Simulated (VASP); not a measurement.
Input of a VASP 6.6.1 run:

File INCAR:

```
SYSTEM = Au
ALGO = Normal
EDIFF = 1E-6
ENCUT = 520
GGA = CA
ISIF = 2
ISMEAR = -1
LASPH = .TRUE.
LCHARG = .TRUE.
LELF = .TRUE.
LREAL = .FALSE.
LVHAR = .TRUE.
LWAVE = .FALSE.
NBANDS = 12
NELM = 100
PREC = Accurate
SIGMA = 0.1
```

Contents of KPOINTS:

```
k-points
0
G
  22 22 22
  0 0 0
```

The input POSCAR:

```
Au
1.0
    0.0000000000      1.9385723194      1.9385723194
    1.9385723194      0.0000000000      1.9385723194
    1.9385723194      1.9385723194      0.0000000000
Au
1
Direct
    0.0000000000      0.0000000000      0.0000000000
```

Potentials or basis: VASP PAW LDA potentials, release 64 (Au).

Launch:

```console
$ cat potpaw_LDA.64/Au/POTCAR > POTCAR
$ mpirun -np 1 vasp_std > vasp.out
```

Problem. Predict the pressure.

Solution. 37.0 GPa.
